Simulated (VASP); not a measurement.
**HfB2: single point with PBE+U**

Crystal: HfB2.

```
Hf B
1.0
     3.15007    0.00000    0.00000
    -1.57503    2.72804    0.00000
     0.00000    0.00000    3.53922
Hf B
1 2
Cartesian
  0.0000 0.0000 0.0000
  1.5750 0.9093 1.7696
  0.0000 1.8187 1.7696
```

```yaml
Program: VASP 6.6.1
Task: single point
Functional: PBE
Potentials_or_basis: VASP PAW PBE potentials, release 64 (Hf_pv, B)
Cutoff: 520 eV
k_mesh: 10 × 10 × 8
Occupations: fermi-dirac, width 0.05 eV
Spin: no spin polarisation
Hubbard_terms: Hf d U = 4.0 eV
```

* Pressure: 6.7 GPa
* Band gap on the k mesh: zero (band 8 reaches 8.85 eV, above the bottom of band 9 at 7.80 eV)

Stress tensor (GPa, compression positive):
```
6.62 0.00 0.00
0.00 6.62 0.00
0.00 0.00 6.78
```

Levels at points of the mesh, in eV from the Fermi level:
| k point | band 5 | band 6 | band 7 | band 8 | band 9 | band 10 | band 11 | band 12 |
| --- | --- | --- | --- | --- | --- | --- | --- | --- |
| (0.00, 0.00, 0.00) | -3.25 | -2.95 | -2.78 | -2.78 | 4.37 | 4.37 | 4.60 | 4.60 |
| (0.50, 0.00, 0.00) | -9.32 | -4.08 | -3.62 | -2.64 | 1.69 | 3.02 | 5.43 | 5.56 |
| (0.00, 0.00, 0.50) | -8.73 | -1.34 | -1.34 | 0.63 | 0.63 | 1.27 | 1.27 | 2.27 |
| (0.50, 0.00, 0.50) | -7.79 | -4.86 | -4.71 | -3.12 | 3.62 | 4.13 | 6.55 | 7.07 |

Eigenvalues of the final occupation matrices:
| site | spin | trace | eigenvalues |
| --- | --- | --- | --- |
| site 1 d | 1 | 0.84 | 0.15 0.17 0.17 0.18 0.18 |
| site 1 d | 2 | 0.84 | 0.15 0.17 0.17 0.18 0.18 |

It took 22 s on 1 thread of Intel(R) Xeon(R) Platinum 8259CL CPU @ 2.50GHz (Skylake/Cascade Lake) (shared host), peak memory 0.16 GiB.

Caveat: spin-orbit coupling is left out, which moves the levels of the heavy elements; U without spin polarisation on a metal has little footing; the U is typed as a test and isn't derived for this compound.
